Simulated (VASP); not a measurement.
Ge6Pd, 7 atoms in the cell. Symmetry: P-3m1, No. 164, trigonal system. Conventional cell: a = 4.188 Å, b = 4.188 Å, c = 10.607 Å, α = 90.00°, β = 90.00°, γ = 120.00°. Ge (site symmetry 3m) has 3 Pd at 2.52 Å and 4 Ge at 2.53 to 2.82 Å within 3.3 Å. Within 3.3 Å of Ge (site symmetry 3m) lie 4 Ge at 2.53 to 2.54 Å. Ge (site symmetry 3m) has 4 Ge at 2.51 to 2.54 Å within 3.3 Å. Pd (site symmetry -3m) has 6 Ge at 2.52 Å within 3.3 Å. 

| Property | Result |
| --- | --- |
| Program | VASP 6.6.1 |
| Task | single point |
| Functional | PBE |
| Potentials or basis | VASP PAW PBE potentials, release 64 (Ge_d, Pd) |
| Cutoff | 520 eV |
| k mesh | 12 × 12 × 4 |
| Occupations | gaussian, width 0.1 eV |
| Spin | no spin polarisation |
| Dipole correction | no |
| Further INCAR settings | ALGO = Normal; EDIFF = 1e-06; NBANDS = 56 |

Potentials or basis: VASP PAW PBE potentials, release 64 (Ge_d, Pd).

The run is started by

```sh
$ cat potpaw_PBE.64/Ge_d/POTCAR potpaw_PBE.64/Pd/POTCAR > POTCAR
$ mpirun -np 1 vasp_std > vasp.out
```

Hardware: 1 thread of Oxide Virtual Turin-like Processor, with other jobs on the host.

Q: Estimate the wall time of this run.

A: Wall time 12 min on 1 thread of Oxide Virtual Turin-like Processor, on a shared host, peak memory 0.54 GiB. Counts: scf iterations 15, k points 69.
